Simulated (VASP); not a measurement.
Set up this calculation in VASP 6.6.1, as the native input.

| Quantity | Value |
| --- | --- |
| Task | single point |
| Functional | LDA |
| Potentials or basis | VASP PAW LDA potentials, release 64 (Os, Ir) |
| Cutoff | 520 eV |
| k mesh | 6 × 6 × 6 |
| Occupations | fermi-dirac, width 0.1 eV |
| Spin | no spin polarisation |
| Dipole correction | no |
| Further INCAR settings | ALGO = Normal; EDIFF = 1e-07; NBANDS = 26 |

The structure of Ir3Os lies in POSCAR:

```
Ir3Os
1.0
    3.8480740000      0.0000000000      0.0000000000
    0.0000000000      3.8480740000      0.0000000000
    0.0000000000      0.0000000000      3.8480740000
Os Ir
1 3
Direct
    0.0000000000      0.0000000000      0.0000000000
    0.0000000000      0.5000000000      0.5000000000
    0.5000000000      0.5000000000      0.0000000000
    0.5000000000      0.0000000000      0.5000000000
```

One way to write it, as run:

INCAR

```
PREC = Accurate ; ENCUT = 520
EDIFF = 1E-7 ; ISMEAR = -1
SIGMA = 0.1 ; LREAL = False
LASPH = True ; NELM = 60
ALGO = Normal ; ISIF = 2
LWAVE = False ; LCHARG = True
GGA = CA ; LELF = True
LVHAR = True ; NBANDS = 26
```

KPOINTS

```
regular mesh
0
Gamma
  6 6 6
```

Potentials or basis: VASP PAW LDA potentials, release 64 (Os, Ir).

Command:

```sh
$ cat potpaw_LDA.64/Os/POTCAR potpaw_LDA.64/Ir/POTCAR > POTCAR
$ mpirun -np 1 vasp_std > vasp.out
```

Results of the run:

The pressure is -10.2 GPa.

Wall time 31 s on 1 thread of Intel(R) Xeon(R) Platinum 8488C (Sapphire Rapids) (shared host), peak memory 0.16 GiB.
